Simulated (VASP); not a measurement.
# O: single point with LDA

The system is O.

```
O
1.0
     0.00000    1.66042    4.09500
     1.64970    0.00000    4.09500
     1.64970    1.66042    0.00000
O
2
Cartesian
  1.6497 1.6604 0.6621
  1.6497 1.6604 7.5279
```

```json
{"Program": "VASP 6.6.1", "Task": "single point", "Functional": "LDA", "Potentials or basis": "VASP PAW LDA potentials, release 64 (O)", "Cutoff": "520 eV", "k mesh": "22 × 22 × 22", "Occupations": "gaussian, width 0.15 eV", "Spin": "no spin polarisation", "Dipole correction": "no", "Further INCAR settings": "ALGO = Normal; EDIFF = 1e-07; NBANDS = 13"}
```

| Quantity | Value |
| --- | --- |
| Pressure | -20.4 GPa |
| Largest force | 5.581 eV/Å |
| Band gap on the k mesh | zero (bands 6 and 7 overlap by 2.80 eV) |

Forces on the atoms (eV/Å):
```
O    0.000  0.000 -5.581
O    0.000  0.000  5.581
```

Stress tensor (GPa, compression positive):
```
 -3.26   0.00   0.00
  0.00  -3.34   0.00
  0.00   0.00 -54.70
```

Levels at points of the mesh, in eV from the Fermi level:
| k point | band 3 | band 4 | band 5 | band 6 | band 7 | band 8 | band 9 | band 10 |
| --- | --- | --- | --- | --- | --- | --- | --- | --- |
| (0.00, 0.00, 0.00) | -7.70 | -3.16 | -3.14 | 1.53 | 1.54 | 7.45 | 10.14 | 12.71 |
| (0.50, 0.00, 0.00) | -7.99 | -6.17 | -2.67 | -2.17 | 1.93 | 7.02 | 14.52 | 14.91 |
| (0.50, 0.50, 0.00) | -6.58 | -3.19 | -3.17 | 1.60 | 1.62 | 4.61 | 11.49 | 12.56 |
| (0.50, 0.00, 0.50) | -6.81 | -6.66 | -5.38 | -1.31 | -1.08 | 7.76 | 11.64 | 17.37 |
| (0.00, 0.50, 0.50) | -6.76 | -6.71 | -5.37 | -1.35 | -1.05 | 7.74 | 11.64 | 17.34 |

Wall time 3.6 min on 1 thread of Intel(R) Xeon(R) Platinum 8488C (Sapphire Rapids), on a shared host, peak memory 0.41 GiB.

Caveat: spin is off for a triplet molecule; the stress differs along the axes, from -55 to -3 GPa; forces of over 1 eV/Å act on the atoms, so gaps and moduli don't describe the material at rest.
